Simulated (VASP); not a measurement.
Wanted: the native input for a VASP 6.6.1 run.

```
Task                   : single point
Functional             : PBE
Potentials or basis    : VASP PAW PBE potentials, release 64 (Tm_3, F), 4f in core
Cutoff                 : 600 eV
k mesh                 : 6 × 4 × 2
Occupations            : gaussian, width 0.1 eV
Spin                   : no spin polarisation
Dipole correction      : no
Further INCAR settings : ALGO = Normal; EDIFF = 1e-06; NBANDS = 44
```

The structure of Tm3F lies in POSCAR:

```
Tm3F
1.0
    3.4715498208      0.0000000000      0.0000000000
    0.0157416198      5.6484077656      0.0000000000
    0.0272378610      0.6471652784     11.6152047426
Tm F
6 2
Direct
    0.8726179337      0.5774904978      0.7672167203
    0.8691951637      0.3599871147      0.2722828900
    0.3732512157      0.0903860528      0.6926997358
    0.3695643412      0.8520970409      0.1946088936
    0.3763255570      0.5758261303      0.5143938859
    0.3737138299      0.3561510201      0.0207578742
    0.3835281302      0.9880365815      0.0224363713
    0.3818038287      0.2000255621      0.5156036288
```

The input as run:

INCAR

```
SYSTEM = Tm3F
PREC = Accurate
ENCUT = 600
EDIFF = 1E-6
ISMEAR = 0
SIGMA = 0.1
LREAL = .FALSE.
LASPH = .TRUE.
NELM = 200
ALGO = Normal
ISIF = 2
LWAVE = .FALSE.
LCHARG = .FALSE.
GGA = PE
NBANDS = 44
GGA_COMPAT = .FALSE.
LMAXMIX = 6
```

KPOINTS

```
Automatic mesh
0
G
  6 4 2
  0 0 0
```

Potentials or basis: VASP PAW PBE potentials, release 64 (Tm_3, F), 4f in core.

Launch:

```bash
$ cat potpaw_PBE.64/Tm_3/POTCAR potpaw_PBE.64/F/POTCAR > POTCAR
$ mpirun -np 1 vasp_std > vasp.out
```

Results of the run:

```yaml
Pressure: 0.9 GPa
Largest_force: 0.557 eV/Å
Band_gap_on_the_k_mesh: zero (bands 34 and 35 overlap by 0.31 eV)
```

Caveat: spin-orbit coupling is left out, which moves the levels of the heavy elements; the 4f electrons are frozen in the core, so they carry no moment and show no levels; the run has no spin polarisation, though such a crystal can be magnetic.

Wall time 5.4 min on 1 thread of Intel(R) Xeon(R) 6975P-C (Granite Rapids), with other jobs on the host, peak memory 0.49 GiB.
